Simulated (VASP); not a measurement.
# AlGa3As4 (P-43m) in VASP: a series of runs

AlGa3As4 is run at these levels: PBEsol; tasks: single point, relaxation of cell and atoms.

Program: VASP 6.6.1. These are calculated values, not measurements. Logs are shortened: lines on timing, memory, paths and dates and some standing lists are left out, and cuts for length are marked.

### 1 The cell of the first run

It takes space group P-43m (No. 215, cubic). The conventional cell has a = 5.663 Å, b = 5.663 Å, c = 5.663 Å, α = 90.00°, β = 90.00°, γ = 90.00°. Al (site symmetry -43m) has 4 As at 2.45 Å within 3.2 Å. Ga (site symmetry -42m) has 4 As at 2.45 Å within 3.2 Å. As (site symmetry 3m) has 3 Ga at 2.45 Å and 1 Al at 2.45 Å within 3.2 Å.

### 2 Single point, PBEsol

INCAR

```
SYSTEM = AlGa3As4
ALGO     = Normal         ! electronic algorithm
EDIFF    = 1E-7           ! SCF threshold, eV
ENCUT    = 520            ! plane-wave cutoff, eV
GGA      = PS             ! functional
ISIF     = 2              ! what is computed and relaxed
ISMEAR   = 0              ! smearing method
LASPH    = .TRUE.         ! aspherical terms in the spheres
LCHARG   = .FALSE.        ! write CHGCAR
LREAL    = .FALSE.        ! projectors in reciprocal space
LWAVE    = .FALSE.        ! write WAVECAR
NBANDS   = 41             ! bands
NELM     = 60             ! most SCF steps
PREC     = Accurate       ! precision mode
SIGMA    = 0.1            ! smearing width, eV
```

KPOINTS

```
k-points
0
G
  4 4 4
  0 0 0
```

POSCAR

```
AlGa3As4
1.0
    5.6627176645      0.0000000000      0.0000000000
    0.0000000000      5.6627176645      0.0000000000
    0.0000000000      0.0000000000      5.6627176645
Al Ga As
1 3 4
Direct
    0.0000000000      0.0000000000      0.0000000000
    0.5000000000      0.5000000000      0.0000000000
    0.5000000000      0.0000000000      0.5000000000
    0.0000000000      0.5000000000      0.5000000000
    0.7499797552      0.7499797552      0.2500202448
    0.7499797552      0.2500202448      0.7499797552
    0.2500202448      0.7499797552      0.7499797552
    0.2500202448      0.2500202448      0.2500202448
```

Potentials or basis: VASP PAW PBE potentials, release 64 (Al, Ga_d, As).

Run with:

```bash
> cat potpaw_PBE.64/Al/POTCAR potpaw_PBE.64/Ga_d/POTCAR potpaw_PBE.64/As/POTCAR > POTCAR
> mpirun -np 1 vasp_std > vasp.out
```

OUTCAR:

```text
SYSTEM = AlGa3As4
   EDIFF = 1E-7
   ENCUT = 520
   GGA = PS
   ISIF = 2
   ISMEAR = 0
   LASPH = .TRUE.
   LREAL = .FALSE.
   NELM = 60
   PREC = Accurate

 ion  position               nearest neighbor table
   1  0.000  0.000  0.000-   5 2.45   6 2.45   7 2.45   8 2.45
   2  0.500  0.500  0.000-   5 2.45   6 2.45   7 2.45   8 2.45
   3  0.500  0.000  0.500-   5 2.45   6 2.45   7 2.45   8 2.45
   4  0.000  0.500  0.500-   5 2.45   6 2.45   7 2.45   8 2.45
   5  0.750  0.750  0.250-   2 2.45   3 2.45   4 2.45   1 2.45
   6  0.750  0.250  0.750-   2 2.45   3 2.45   4 2.45   1 2.45
   7  0.250  0.750  0.750-   2 2.45   3 2.45   4 2.45   1 2.45
   8  0.250  0.250  0.250-   2 2.45   3 2.45   4 2.45   1 2.45

  LATTYP: Found a simple cubic cell.
 ALAT       =     5.6627176645

  Lattice vectors:

 A1 = (   5.6627176645,   0.0000000000,   0.0000000000)
 A2 = (   0.0000000000,   5.6627176645,   0.0000000000)
 A3 = (   0.0000000000,   0.0000000000,   5.6627176645)

Analysis of symmetry for initial positions (statically):
=====================================================================
 Subroutine PRICEL returns:
 Original cell was already a primitive cell.

 Routine SETGRP: Setting up the symmetry group for a
 simple cubic supercell.

 Subroutine GETGRP returns: Found 24 space group operations
 (whereof 24 operations were pure point group operations)
 out of a pool of 48 trial point group operations.

The static configuration has the point symmetry T_d .

Analysis of symmetry for dynamics (positions and initial velocities):
=====================================================================
 Subroutine PRICEL returns:
 Original cell was already a primitive cell.

 Routine SETGRP: Setting up the symmetry group for a
 simple cubic supercell.

 Subroutine GETGRP returns: Found 24 space group operations
 (whereof 24 operations were pure point group operations)
 out of a pool of 48 trial point group operations.

The dynamic configuration has the point symmetry T_d .

 Subroutine INISYM returns: Found 24 space group operations
 (whereof 24 operations are pure point group operations),
 and found     1 'primitive' translations

----------------------------------------------------------------------------------------

                                     Primitive cell

  volume of cell :     181.5828

  direct lattice vectors                    reciprocal lattice vectors
     5.662717664  0.000000000  0.000000000     0.176593653  0.000000000  0.000000000
     0.000000000  5.662717664  0.000000000     0.000000000  0.176593653  0.000000000
     0.000000000  0.000000000  5.662717664     0.000000000  0.000000000  0.176593653

  length of vectors
     5.662717664  5.662717664  5.662717664     0.176593653  0.176593653  0.176593653

  position of ions in fractional coordinates (direct lattice)
     0.000000000  0.000000000  0.000000000
     0.500000000  0.500000000  0.000000000
     0.500000000  0.000000000  0.500000000
     0.000000000  0.500000000  0.500000000
     0.749979755  0.749979755  0.250020245
     0.749979755  0.250020245  0.749979755
     0.250020245  0.749979755  0.749979755
     0.250020245  0.250020245  0.250020245

  ion indices of the primitive-cell ions
   primitive index   ion index
                 1           1
                 2           2
                 3           3
                 4           4
                 5           5
                 6           6
                 7           7
                 8           8

----------------------------------------------------------------------------------------

 KPOINTS: k-points

Automatic generation of k-mesh.
 Grid dimensions read from file:
 generate k-points for:    4    4    4

 Generating k-lattice:

  Cartesian coordinates                     Fractional coordinates (reciprocal lattice)
     0.044148413  0.000000000  0.000000000     0.250000000  0.000000000  0.000000000
     0.000000000  0.044148413  0.000000000     0.000000000  0.250000000  0.000000000
     0.000000000  0.000000000  0.044148413     0.000000000  0.000000000  0.250000000

  Length of vectors
     0.044148413  0.044148413  0.044148413

  Shift w.r.t. Gamma in fractional coordinates (k-lattice)
     0.000000000  0.000000000  0.000000000

 Subroutine IBZKPT returns following result:
 ===========================================

 Found     10 irreducible k-points:

 Following reciprocal coordinates:
            Coordinates               Weight
  0.000000  0.000000  0.000000      1.000000
  0.250000  0.000000  0.000000      6.000000
  0.500000  0.000000  0.000000      3.000000
  0.250000  0.250000  0.000000     12.000000
  0.500000  0.250000  0.000000     12.000000
  0.500000  0.500000  0.000000      3.000000
  0.250000  0.250000  0.250000      8.000000
  0.500000  0.250000  0.250000     12.000000
  0.500000  0.500000  0.250000      6.000000
  0.500000  0.500000  0.500000      1.000000
   k-points           NKPTS =     10   k-points in BZ     NKDIM =     10   number of bands    NBANDS=     41
   number of dos      NEDOS =    301   number of ions     NIONS =      8
   total plane-waves  NPLWV =  74088
   dimension x,y,z NGX =    42 NGY =   42 NGZ =   42
   dimension x,y,z NGXF=    84 NGYF=   84 NGZF=   84
   ions per type =               1   3   4
   NGX,Y,Z   is equivalent  to a cutoff of  12.33, 12.33, 12.33 a.u.
   NGXF,Y,Z  is equivalent  to a cutoff of  24.66, 24.66, 24.66 a.u.
 SYSTEM =  AlGa3As4
   PREC   = accura    normal or accurate (medium, high low for compatibility)
   ISTART =      0    job   : 0-new  1-cont  2-samecut
   ICHARG =      2    charge: 1-file 2-atom 10-const
   ISPIN  =      1    spin polarized calculation?
   LNONCOLLINEAR =      F non collinear calculations
   LSORBIT =      F    spin-orbit coupling
   LASPH  =      T    aspherical Exc in radial PAW
   ENCUT  =  520.0 eV  38.22 Ry    6.18 a.u.  10.53 10.53 10.53*2*pi/ulx,y,z
   NELM   =     60;   NELMIN=  2; NELMDL= -5     # of ELM steps
   EDIFF  = 0.1E-06   stopping-criterion for ELM
   LREAL  =      F    real-space projection
   EDIFFG = 0.1E-05   stopping-criterion for IOM
   NSW    =      0    number of steps for IOM
   IBRION =     -1    ionic relax: 0-MD 1-quasi-New 2-CG
   NFREE  =      0    steps in history (QN), initial steepest desc. (CG)
   ISIF   =      2    stress and relaxation
   ISYM   =      2    0-nonsym 1-usesym 2-fastsym
   POTIM  = 0.5000    time-step for ionic-motion
   TEBEG  =    0.0;   TEEND  =   0.0 temperature during run
   PSTRESS=    0.0 pullay stress
   NELECT =      62.0000    total number of electrons
   NUPDOWN=      -1.0000    fix difference up-down
   EMIN   =  10.00;   EMAX   =-10.00  energy-range for DOS
   EFERMI =   0.00;   METHOD = LEGACY
   ISMEAR =     0;   SIGMA  =   0.10  broadening in eV -4-tet -1-fermi 0-gaus
   EFERMI_NEDOS =   21; number of points for ismear=-14 and -15
   IALGO  =     38    algorithm
   IMIX   =      4    mixing-type and parameters
     AMIX     =   0.40;   BMIX     =  1.00
     AMIX_MAG =   1.60;   BMIX_MAG =  1.00
  volume/ion in A,a.u.               =      22.70       153.17
  Fermi-wavevector in a.u.,A,eV,Ry     =   1.144231  2.162284 17.813635  1.309265
  Thomas-Fermi vector in A             =   2.280924
   LORBIT       =      0    0 simple, 1 ext, 2 COOP (PROOUT), +10 PAW based schemes
   GGA     = PS    functional components
   LHFCALC =     F    Hartree Fock is set to
   AEXX    =    0.0000 exact exchange contribution
   IVDW    =     0    specifies the selected vdW correction
   LEPSILON=     F    determine dielectric tensor
   LRPA    =     F    only Hartree local field effects (RPA)
 non-spin polarized calculation
 Gauss-broadening in eV      SIGMA  =   0.10
  energy-cutoff  :      520.00
  volume of cell :      181.58
 maximum number of plane-waves:      4945
   NGX = 21   NGY = 21   NGZ = 21

 number of electron      62.0000060 magnetization

 Free energy of the ion-electron system (eV)
  ---------------------------------------------------
  ext. energy  EPLUGINS =         0.00000000
  ---------------------------------------------------
  free energy    TOTEN  =       -37.29655343 eV

  energy without entropy =      -37.29655343  energy(sigma->0) =      -37.29655343

 E-fermi :   4.1435     XC(G=0):  -9.6114

 val. band max:        3.7555642791   @ k =   0.0000   0.0000   0.0000
 cond. band min:       4.5177216474   @ k =   0.0000   0.0000   0.0000
 fundamental gap:      0.7621573683
 Fermi energy:         4.1434584600

 k-point     1 :       0.0000    0.0000    0.0000
  band No.  band energies     occupation
      1     -10.9823      2.00000
      2     -10.9823      2.00000
      3     -10.9823      2.00000
      4     -10.8889      2.00000
      5     -10.8889      2.00000
      6     -10.8889      2.00000
[... 33 lines left out ...]
     40       7.5953      0.00000
     41       7.5953      0.00000

 k-point     2 :       0.2500    0.0000    0.0000
  band No.  band energies     occupation
      1     -10.9778      2.00000
      2     -10.9778      2.00000
      3     -10.9759      2.00000
      4     -10.9012      2.00000
      5     -10.8876      2.00000
      6     -10.8876      2.00000
[... 33 lines left out ...]
     40       8.5142      0.00000
     41       8.5142      0.00000

 k-point     3 :       0.5000    0.0000    0.0000
  band No.  band energies     occupation
      1     -10.9728      2.00000
      2     -10.9728      2.00000
      3     -10.9670      2.00000
      4     -10.9153      2.00000
      5     -10.8823      2.00000
      6     -10.8823      2.00000
[... 259 lines left out ...]
      2     -10.9499      2.00000
      3     -10.9499      2.00000
      4     -10.9488      2.00000
      5     -10.8843      2.00000
      6     -10.8843      2.00000
[... 33 lines left out ...]
     40       8.6141      0.00000
     41       8.8298      0.00000

 k-point    10 :       0.5000    0.5000    0.5000
  band No.  band energies     occupation
      1     -10.9832      2.00000
      2     -10.9508      2.00000
      3     -10.9508      2.00000
      4     -10.9508      2.00000
      5     -10.8863      2.00000
      6     -10.8863      2.00000
[... 33 lines left out ...]
     40       8.4083      0.00000
     41       8.4523      0.00000

------------------------ aborting loop because EDIFF is reached ----------------------------------------

  FORCE on cell =-STRESS in cart. coord.  units (eV):
  Direction    XX          YY          ZZ          XY          YZ          ZX
  --------------------------------------------------------------------------------------
  -------------------------------------------------------------------------------------
  Total        0.2328179      0.2328179      0.2328179      0.0000000      0.0000000     -0.0000000
  in kB        2.0542451      2.0542451      2.0542451      0.0000000      0.0000000     -0.0000000
  external PRESSURE =       2.0542451 kB  Pullay stress =       0.0000000 kB

 VOLUME and BASIS-vectors are now :
 -----------------------------------------------------------------------------
  energy-cutoff  :      520.00
  volume of cell :      181.58
      direct lattice vectors                 reciprocal lattice vectors
     5.662717664  0.000000000  0.000000000     0.176593653  0.000000000  0.000000000
     0.000000000  5.662717664  0.000000000     0.000000000  0.176593653  0.000000000
     0.000000000  0.000000000  5.662717664     0.000000000  0.000000000  0.176593653

 POSITION                                       TOTAL-FORCE (eV/Angst)
 -----------------------------------------------------------------------------------
      0.00000      0.00000      0.00000         0.000000     -0.000000      0.000000
      2.83136      2.83136      0.00000         0.000000      0.000000      0.000000
      2.83136      0.00000      2.83136         0.000000      0.000000      0.000000
      0.00000      2.83136      2.83136         0.000000      0.000000      0.000000
      4.24692      4.24692      1.41579        -0.001557     -0.001557      0.001557
      4.24692      1.41579      4.24692        -0.001557      0.001557     -0.001557
      1.41579      4.24692      4.24692         0.001557     -0.001557     -0.001557
      1.41579      1.41579      1.41579         0.001557      0.001557      0.001557
 -----------------------------------------------------------------------------------
    total drift:                                0.000000      0.000000     -0.000000

  FREE ENERGIE OF THE ION-ELECTRON SYSTEM (eV)
  ---------------------------------------------------
  free  energy   TOTEN  =       -37.2965534326 eV

  energy  without entropy=      -37.2965534311  energy(sigma->0) =      -37.29655343
```

It took 1.8 min on 1 thread of AMD EPYC 7R13, shared host; peak memory 0.26 GiB.

What came out:

```
Free energy            : -37.2966 eV
Pressure               : 0.2 GPa
Band gap on the k mesh : 0.76 eV
```

Caveat: the PAW data sets were made with another functional, which shifts forces and pressure a little. A k mesh can miss the band edges.

### 3 Single point, PBEsol

INCAR

```
SYSTEM = AlGa3As4
  PREC = Accurate
  ENCUT = 520
  EDIFF = 1E-6
  ISMEAR = 0
  SIGMA = 0.02
  LREAL = .False.
  LASPH = .True.
  NELM = 80
  ALGO = Normal
  ISIF = 2
  LWAVE = .False.
  LCHARG = .True.
  GGA = PS
  LELF = .True.
  LVHAR = .True.
  NBANDS = 41
```

KPOINTS

```
regular mesh
0
Gamma
  6 6 6
  0 0 0
```

POSCAR is that of step 2.

Potentials or basis: VASP PAW PBE potentials, release 64 (Al, Ga_d, As).

Run with:

```bash
> cat potpaw_PBE.64/Al/POTCAR potpaw_PBE.64/Ga_d/POTCAR potpaw_PBE.64/As/POTCAR > POTCAR
> mpirun -np 1 vasp_std > vasp.out
```

Run time: 2.9 min. Hardware: 1 thread of AMD EPYC 7R13, shared host; peak memory 0.3 GiB.

The run converged. Its results:

- Free energy: -37.3159 eV
- Pressure: 0.2 GPa
- Band gap on the k mesh: 0.76 eV

Levels at points of the mesh, in eV from the valence-band top:
```tsv
k point	band 27	band 28	band 29	band 30	band 31	band 32	band 33	band 34	band 35	band 36
(0.00, 0.00, 0.00)	-2.53	-2.53	0.00	0.00	0.00	0.76	1.38	1.38	1.38	1.51
(0.50, 0.00, 0.00)	-3.22	-1.65	-1.65	-1.54	-1.54	1.95	2.14	3.27	3.32	4.51
(0.50, 0.50, 0.00)	-3.21	-1.16	-1.13	-1.13	-1.08	2.65	2.78	2.78	3.16	5.48
(0.50, 0.50, 0.50)	-1.05	-1.05	-1.01	-1.01	-1.01	0.99	0.99	0.99	1.96	4.37
```

Caveat: the PAW data sets were made with another functional, which shifts forces and pressure a little.

### 4 Relaxation of cell and atoms, PBEsol

This run uses another cell than the first one, of 19.28 Å³/atom.

INCAR

```
SYSTEM = AlGa3As4
PREC     = Accurate       ! precision mode
ENCUT    = 600            ! plane-wave cutoff, eV
EDIFF    = 1E-6           ! SCF threshold, eV
ISMEAR   = 0              ! smearing method
SIGMA    = 0.1            ! smearing width, eV
LREAL    = .False.        ! projectors in reciprocal space
LASPH    = .True.         ! aspherical terms in the spheres
NELM     = 60             ! most SCF steps
ALGO     = Normal         ! electronic algorithm
ISIF     = 3              ! what is computed and relaxed
LWAVE    = .False.        ! write WAVECAR
LCHARG   = .False.        ! write CHGCAR
GGA      = PS             ! functional
IBRION   = 2              ! ionic algorithm
NSW      = 100            ! ionic steps
EDIFFG   = -0.05          ! ionic threshold
```

KPOINTS

```
Automatic mesh
0
Gamma
  4 4 4
  0 0 0
```

POSCAR

```
AlGa3As4
1.0
    5.3625425212      0.0000000000      0.0000000000
    0.0000000000      5.3625425212      0.0000000000
    0.0000000000      0.0000000000      5.3625425212
Al Ga As
1 3 4
Direct
    0.0000000000      0.0000000000      0.0000000000
    0.5000000000      0.5000000000      0.0000000000
    0.5000000000      0.0000000000      0.5000000000
    0.0000000000      0.5000000000      0.5000000000
    0.7557144200      0.7557144200      0.2442855800
    0.7557144200      0.2442855800      0.7557144200
    0.2442855800      0.7557144200      0.7557144200
    0.2442855800      0.2442855800      0.2442855800
```

Run with:

```bash
> cat potpaw_PBE.64/Al/POTCAR potpaw_PBE.64/Ga_d/POTCAR potpaw_PBE.64/As/POTCAR > POTCAR
> mpirun -np 1 vasp_std > vasp.out
```

Run time: 7.1 min. Hardware: 1 thread of AMD EPYC 7R13, shared host; peak memory 0.34 GiB.

It converged, with:

```yaml
Free_energy: -37.2937 eV
Relaxed_volume: 22.69 Å³/atom
Relaxed_cell: a = 5.662 Å, b = 5.662 Å, c = 5.662 Å, α = 90.00°, β = 90.00°, γ = 90.00°
Space_group_after_relaxing_to_0.1_Å: P-43m (No. 215)
Energy_gained_by_relaxing: 172.6 meV/atom
Ionic_steps: 6
Pressure_after_relaxing: 0.3 GPa
Largest_force_after_relaxing: 0.022 eV/Å
Band_gap_on_the_k_mesh: 0.77 eV
```

Forces in eV/Å, atoms in the order of the input:
```
Al   0.000  0.000  0.000
Ga   0.000  0.000  0.000
Ga   0.000  0.000  0.000
Ga   0.000  0.000  0.000
As  -0.013 -0.013  0.013
As  -0.013  0.013 -0.013
As   0.013 -0.013 -0.013
As   0.013  0.013  0.013
```

Step by step:
```csv
step,energy change (eV),largest force (eV/Å),pressure (GPa),volume (Å³)
1,0.0000,1.0789,17.06,154.21
2,-0.8905,0.0038,-6.06,204.71
3,-1.3677,0.2912,-0.25,182.80
4,-1.3674,0.3020,0.03,182.20
5,-1.3783,0.1301,0.16,181.76
6,-1.3805,0.0219,0.26,181.49
```

Final structure:
```cif
data_structure
_symmetry_space_group_name_H-M 'P 1'
_symmetry_Int_Tables_number 1
_cell_length_a 5.6617
_cell_length_b 5.6617
_cell_length_c 5.6617
_cell_angle_alpha 90.000
_cell_angle_beta 90.000
_cell_angle_gamma 90.000
_cell_volume 181.49
loop_
_atom_site_label
_atom_site_type_symbol
_atom_site_fract_x
_atom_site_fract_y
_atom_site_fract_z
_atom_site_occupancy
Al1 Al 0.00000 0.00000 0.00000 1
Ga1 Ga 0.50000 0.50000 0.00000 1
Ga2 Ga 0.50000 0.00000 0.50000 1
Ga3 Ga 0.00000 0.50000 0.50000 1
As1 As 0.75013 0.75013 0.24987 1
As2 As 0.75013 0.24987 0.75013 1
As3 As 0.24987 0.75013 0.75013 1
As4 As 0.24987 0.24987 0.24987 1
```

Levels at points of the mesh, in eV from the valence-band top:
```
           k point  band 27  band 28  band 29  band 30  band 31  band 32  band 33  band 34  band 35  band 36
(0.00, 0.00, 0.00)    -2.53    -2.53     0.00     0.00     0.00     0.77     1.38     1.38     1.38     1.50
(0.50, 0.00, 0.00)    -3.22    -1.65    -1.65    -1.54    -1.54     1.95     2.14     3.26     3.32     4.51
(0.50, 0.50, 0.00)    -3.21    -1.16    -1.13    -1.13    -1.08     2.65     2.78     2.78     3.16     5.48
(0.50, 0.50, 0.50)    -1.05    -1.05    -1.01    -1.01    -1.01     0.99     0.99     0.99     1.96     4.37
```

Caveat: the volume moved by over 15 % at a fixed basis, so the end points are rough; the PAW data sets were made with another functional, which shifts forces and pressure a little; the relaxation stopped at a loose force limit of 0.05 eV/Å, so its end isn't a converged minimum. A k mesh can miss the band edges.

### 5 Overview

| task | cell | k mesh | cutoff (eV) | smearing | gap on the mesh (eV) | pressure (GPa) |
| --- | --- | --- | --- | --- | --- | --- |
| single point | a = 5.663 Å, 8 atoms, atomic positions A | 4 × 4 × 4 | 520 | gaussian 0.1 eV | 0.76 | 0.2 |
| single point | a = 5.663 Å, 8 atoms, atomic positions A | 6 × 6 × 6 | 520 | gaussian 0.02 eV | 0.76 | 0.2 |
| relaxation of cell and atoms | relaxed from a = 5.363 Å, 8 atoms, atomic positions B | 4 × 4 × 4 | 600 | gaussian 0.1 eV | 0.77 | 0.3 |

Alike in all rows: level PBEsol; potentials or basis VASP PAW PBE potentials, release 64 (Al, Ga_d, As); no spin polarisation.

Caveats: the PAW data sets were made with another functional, which shifts forces and pressure a little; the volume moved by over 15 % at a fixed basis, so the end points are rough (at least some runs); the relaxation stopped at a loose force limit of 0.05 eV/Å, so its end isn't a converged minimum (at least some runs).

Absolute energies hang on the potentials; compare differences alone.
